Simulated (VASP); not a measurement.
# SnO (Pmn2_1) in VASP: further runs

The runs below take SnO through density of states, with LDA, PBEsol.

Program: VASP 6.6.1. These are calculated values, not measurements. Logs are shortened: lines on timing, memory, paths and dates and some standing lists are left out, and cuts for length are marked.

## (1) The cell of the first run

It takes space group Pmn2_1 (No. 31, orthorhombic). The conventional cell has a = 3.355 Å, b = 5.674 Å, c = 4.222 Å, α = 90.00°, β = 90.00°, γ = 90.00°. Sn (site symmetry m) has 3 O at 2.15 to 2.16 Å within 2.8 Å. O (site symmetry m) has 3 Sn at 2.15 to 2.16 Å within 2.8 Å.

## (2) Density of states, LDA

Input file POSCAR:

```
SnO
1.0
    3.3550050000      0.0000000000      0.0000000000
    0.0000000000      5.6741040000      0.0000000000
    0.0000000000      0.0000000000      4.2219700000
Sn O
2 2
Direct
    0.5000000000      0.7680910000      0.0131440000
    0.0000000000      0.2319090000      0.5131440000
    0.5000000000      0.1087500000      0.2368570000
    0.0000000000      0.8912500000      0.7368570000
```

Input file INCAR.step1:

```
  PREC = Accurate
  ENCUT = 520
  EDIFF = 1E-7
  ISMEAR = -1
  SIGMA = 0.05
  LREAL = F
  LASPH = T
  NELM = 100
  ALGO = Normal
  ISIF = 2
  LWAVE = F
  LCHARG = T
  NBANDS = 28
```

Input file KPOINTS.step1:

```
Automatic mesh
0
Gamma
  5 3 4
```

Input file INCAR.step2:

```
  PREC = Accurate
  ENCUT = 520
  EDIFF = 1E-7
  ISMEAR = -5
  SIGMA = 0.05
  LREAL = F
  LASPH = T
  NELM = 100
  ALGO = Normal
  ISIF = 2
  LWAVE = F
  LCHARG = F
  LORBIT = 11
  NBANDS = 28
  NEDOS = 1001
  ICHARG = 11
```

Input file KPOINTS.step2:

```
Automatic mesh
0
Gamma
  8 5 6
```

Potentials or basis: VASP PAW LDA potentials, release 64 (Sn_d, O).

Command:

```
> cat potpaw_LDA.64/Sn_d/POTCAR potpaw_LDA.64/O/POTCAR > POTCAR
> cp INCAR.step1 INCAR
> cp KPOINTS.step1 KPOINTS
> mpirun -np 1 vasp_std > vasp.out
> cp INCAR.step2 INCAR
> cp KPOINTS.step2 KPOINTS
> mpirun -np 1 vasp_std > vasp.out
```

OUTCAR:

```text
PREC = Accurate
   ENCUT = 520
   EDIFF = 1E-7
   ISMEAR = -5
   LREAL = F
   LASPH = T
   NELM = 100
   ISIF = 2
   LORBIT = 11
   ICHARG = 11

 ion  position               nearest neighbor table
   1  0.500  0.768  0.013-   3 2.15   4 2.16   4 2.16
   2  0.000  0.232  0.513-   4 2.15   3 2.16   3 2.16
   3  0.500  0.109  0.237-   1 2.15   2 2.16   2 2.16
   4  0.000  0.891  0.737-   2 2.15   1 2.16   1 2.16

  LATTYP: Found a simple orthorhombic cell.
 ALAT       =     3.3550050000
 B/A-ratio  =     1.2584094510
 C/A-ratio  =     1.6912356315

  Lattice vectors:

 A1 = (  -3.3550050000,   0.0000000000,   0.0000000000)
 A2 = (   0.0000000000,   0.0000000000,   4.2219700000)
 A3 = (   0.0000000000,   5.6741040000,   0.0000000000)

Analysis of symmetry for initial positions (statically):
=====================================================================
 Subroutine PRICEL returns:
 Original cell was already a primitive cell.

 Routine SETGRP: Setting up the symmetry group for a
 simple orthorhombic supercell.

 Subroutine GETGRP returns: Found  4 space group operations
 (whereof  2 operations were pure point group operations)
 out of a pool of  8 trial point group operations.

The static configuration has the point symmetry C_1h.
 The point group associated with its full space group is C_2v.

Analysis of symmetry for dynamics (positions and initial velocities):
=====================================================================
 Subroutine PRICEL returns:
 Original cell was already a primitive cell.

 Routine SETGRP: Setting up the symmetry group for a
 simple orthorhombic supercell.

 Subroutine GETGRP returns: Found  4 space group operations
 (whereof  2 operations were pure point group operations)
 out of a pool of  8 trial point group operations.

The dynamic configuration has the point symmetry C_1h.
 The point group associated with its full space group is C_2v.

 Subroutine INISYM returns: Found  4 space group operations
 (whereof  2 operations are pure point group operations),
 and found     1 'primitive' translations

----------------------------------------------------------------------------------------

                                     Primitive cell

  volume of cell :      80.3722

  direct lattice vectors                    reciprocal lattice vectors
     3.355005000  0.000000000  0.000000000     0.298062149  0.000000000  0.000000000
     0.000000000  5.674104000  0.000000000     0.000000000  0.176239279  0.000000000
[... 96 lines left out ...]
   NFREE  =      0    steps in history (QN), initial steepest desc. (CG)
   ISIF   =      2    stress and relaxation
   ISYM   =      2    0-nonsym 1-usesym 2-fastsym
   POTIM  = 0.5000    time-step for ionic-motion
   TEBEG  =    0.0;   TEEND  =   0.0 temperature during run
   PSTRESS=    0.0 pullay stress
   NELECT =      40.0000    total number of electrons
   NUPDOWN=      -1.0000    fix difference up-down
   EMIN   =  10.00;   EMAX   =-10.00  energy-range for DOS
   EFERMI =   0.00;   METHOD = LEGACY
   ISMEAR =    -5;   SIGMA  =   0.05  broadening in eV -4-tet -1-fermi 0-gaus
   EFERMI_NEDOS =   21; number of points for ismear=-14 and -15
   IALGO  =     38    algorithm
   IMIX   =      4    mixing-type and parameters
     AMIX     =   0.40;   BMIX     =  1.00
     AMIX_MAG =   1.60;   BMIX_MAG =  1.00
  volume/ion in A,a.u.               =      20.09       135.59
  Fermi-wavevector in a.u.,A,eV,Ry     =   1.297357  2.451650 22.900458  1.683136
  Thomas-Fermi vector in A             =   2.428755
   LORBIT       =     11    0 simple, 1 ext, 2 COOP (PROOUT), +10 PAW based schemes
   GGA     = CA    functional components
   LHFCALC =     F    Hartree Fock is set to
   AEXX    =    0.0000 exact exchange contribution
   IVDW    =     0    specifies the selected vdW correction
   LEPSILON=     F    determine dielectric tensor
   LRPA    =     F    only Hartree local field effects (RPA)
 non-spin polarized calculation
 Fermi weights with tetrahedron method with Bloechl corrections
  energy-cutoff  :      520.00
  volume of cell :       80.37
 maximum number of plane-waves:      2186
 NGX is ok and might be reduce to    28

 number of electron      39.9999992 magnetization

 Free energy of the ion-electron system (eV)
  ---------------------------------------------------
  ext. energy  EPLUGINS =         0.00000000
  ---------------------------------------------------
  free energy    TOTEN  =       -25.18343505 eV

  energy without entropy =      -25.18343505  energy(sigma->0) =      -25.18343505

 E-fermi :   4.5340     XC(G=0):  -9.9649

 val. band max:        4.5250135690   @ k =   0.0000   0.0000   0.0000
 cond. band min:       5.9716063202   @ k =   0.3750   0.4000   0.0000
 fundamental gap:      1.4465927512
 Fermi energy:         4.5340373945

 k-point     1 :       0.0000    0.0000    0.0000
  band No.  band energies     occupation
      1     -16.5530      2.00000
      2     -16.2442      2.00000
      3     -16.1556      2.00000
      4     -16.1351      2.00000
      5     -16.1090      2.00000
      6     -16.0738      2.00000
[... 733 lines left out ...]
     27      13.3899      0.00000
     28      14.4222      0.00000

 [... further k-points ...]
[... 5 lines left out ...]
  --------------------------------------------------------------------------------------
  -------------------------------------------------------------------------------------
  Total       -3.1091526     -2.4807273     -2.3682434      0.0000000      0.0000000      0.0000000
  in kB      -61.9793505    -49.4520154    -47.2097069      0.0000000      0.0000000      0.0000000
  external PRESSURE =     -52.8803576 kB  Pullay stress =       0.0000000 kB

 VOLUME and BASIS-vectors are now :
 -----------------------------------------------------------------------------
  energy-cutoff  :      520.00
  volume of cell :       80.37
      direct lattice vectors                 reciprocal lattice vectors
     3.355005000  0.000000000  0.000000000     0.298062149  0.000000000  0.000000000
     0.000000000  5.674104000  0.000000000     0.000000000  0.176239279  0.000000000
     0.000000000  0.000000000  4.221970000     0.000000000  0.000000000  0.236856254

 POSITION                                       TOTAL-FORCE (eV/Angst)
 -----------------------------------------------------------------------------------
      1.67750      4.35823      0.05549         0.000000      0.618352     -0.193053
      0.00000      1.31588      2.16648         0.000000     -0.618352     -0.193053
      1.67750      0.61706      1.00000         0.000000     -0.175819      0.193053
      0.00000      5.05705      3.11099         0.000000      0.175819      0.193053
 -----------------------------------------------------------------------------------
    total drift:                                0.000000      0.000000      0.001050

  FREE ENERGIE OF THE ION-ELECTRON SYSTEM (eV)
  ---------------------------------------------------
  free  energy   TOTEN  =       -25.1834350524 eV

  energy  without entropy=      -25.1834350524  energy(sigma->0) =      -25.18343505

 total charge

# of ion       s       p       d       tot
------------------------------------------
    1        1.282   0.814  10.063  12.159
    2        1.282   0.814  10.063  12.159
    3        1.563   3.390   0.000   4.953
    4        1.563   3.390   0.000   4.953
--------------------------------------------------
tot          5.690   8.408  20.125  34.224
```

OUTCAR.step1:

```text
PREC = Accurate
   ENCUT = 520
   EDIFF = 1E-7
   ISMEAR = -1
   LREAL = F
   LASPH = T
[... 779 lines left out ...]
      1.67750      4.35823      0.05549         0.000000      0.618495     -0.194801
      0.00000      1.31588      2.16648         0.000000     -0.618495     -0.194801
      1.67750      0.61706      1.00000         0.000000     -0.180772      0.194801
      0.00000      5.05705      3.11099         0.000000      0.180772      0.194801
 -----------------------------------------------------------------------------------
    total drift:                                0.000000      0.000000     -0.000130

  FREE ENERGIE OF THE ION-ELECTRON SYSTEM (eV)
  ---------------------------------------------------
  free  energy   TOTEN  =       -25.1787705459 eV

  energy  without entropy=      -25.1787705208  energy(sigma->0) =      -25.17877053
```

It took 88 s on 1 thread of Intel Xeon Platinum 8488C (Sapphire Rapids), shared host; peak memory 0.22 GiB.

Results:

```yaml
Valence_electrons_inside_the_program's_atomic_spheres: Sn 12.16; O 4.95
```

Caveat: spin-orbit coupling is left out, which moves the levels of the heavy elements.

## (3) Density of states, PBEsol

POSCAR is that of step 2.

Input file INCAR.step1:

```
PREC = Accurate
ENCUT = 520
EDIFF = 1E-6
ISMEAR = -1
SIGMA = 0.05
LREAL = F
LASPH = T
NELM = 80
ALGO = Normal
ISIF = 2
LWAVE = F
LCHARG = T
GGA = PS
NBANDS = 28
```

KPOINTS.step1 is that of step 2.

Input file INCAR.step2:

```
PREC = Accurate
ENCUT = 520
EDIFF = 1E-6
ISMEAR = -5
SIGMA = 0.05
LREAL = F
LASPH = T
NELM = 80
ALGO = Normal
ISIF = 2
LWAVE = F
LCHARG = F
GGA = PS
LORBIT = 10
NBANDS = 28
NEDOS = 1001
ICHARG = 11
```

KPOINTS.step2 is that of step 2.

Potentials or basis: VASP PAW PBE potentials, release 64 (Sn_d, O).

Command:

```
> cat potpaw_PBE.64/Sn_d/POTCAR potpaw_PBE.64/O/POTCAR > POTCAR
> cp INCAR.step1 INCAR
> cp KPOINTS.step1 KPOINTS
> mpirun -np 1 vasp_std > vasp.out
> cp INCAR.step2 INCAR
> cp KPOINTS.step2 KPOINTS
> mpirun -np 1 vasp_std > vasp.out
```

Wall time 81 s (1 thread of Intel Xeon Platinum 8488C (Sapphire Rapids), shared host); peak memory 0.24 GiB.

It converged, with:

```yaml
Valence_electrons_inside_the_program's_atomic_spheres: Sn 12.14; O 4.96
```

Levels at points of the mesh, in eV from the valence-band top:
| k point | band 17 | band 18 | band 19 | band 20 | band 21 | band 22 | band 23 | band 24 |
| --- | --- | --- | --- | --- | --- | --- | --- | --- |
| (0.00, 0.00, 0.00) | -3.50 | -2.64 | -2.05 | 0.00 | 2.61 | 3.10 | 5.81 | 5.86 |
| (0.50, 0.00, 0.00) | -2.58 | -2.58 | -1.25 | -1.25 | 2.53 | 2.53 | 5.49 | 5.49 |
| (0.00, 0.00, 0.50) | -3.20 | -3.20 | -1.66 | -1.66 | 2.61 | 2.61 | 5.17 | 5.17 |
| (0.50, 0.00, 0.50) | -3.15 | -3.15 | -1.08 | -1.08 | 2.06 | 2.06 | 4.56 | 4.56 |

Caveat: the PAW data sets were made with another functional, which shifts forces and pressure a little; spin-orbit coupling is left out, which moves the levels of the heavy elements.
